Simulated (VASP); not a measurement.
SnO, 8 atoms in the cell. The cell holds a slab with vacuum, 8 atoms: a = 3.820 Å, b = 3.820 Å, c = 22.226 Å, α = 90.00°, β = 90.00°, γ = 90.00°.  This cell differs from its parent crystal: layers slid over each other.

* Program: VASP 6.6.1
* Task: single point
* Functional: PBE
* Dispersion: D3(BJ)
* Potentials or basis: VASP PAW PBE potentials, release 64 (Sn_d, O)
* Cutoff: 520 eV
* k mesh: 7 × 7 × 1
* Occupations: gaussian, width 0.05 eV
* Spin: no spin polarisation
* Dipole correction: yes
* Further INCAR settings: ALGO = Normal; EDIFF = 1e-07; NBANDS = 50

Potentials or basis: VASP PAW PBE potentials, release 64 (Sn_d, O).

Command:

```bash
$ cat potpaw_PBE.64/Sn_d/POTCAR potpaw_PBE.64/O/POTCAR > POTCAR
$ mpirun -np 1 vasp_std > vasp.out
```

Hardware: 1 thread of Intel(R) Xeon(R) Platinum 8488C (Sapphire Rapids), with other jobs on the host.

Problem. Estimate the wall time of this run.

Solution. Wall time 6.9 min on 1 thread of Intel(R) Xeon(R) Platinum 8488C (Sapphire Rapids), with other jobs on the host, peak memory 0.52 GiB. Counts: scf iterations 24, k points 25.
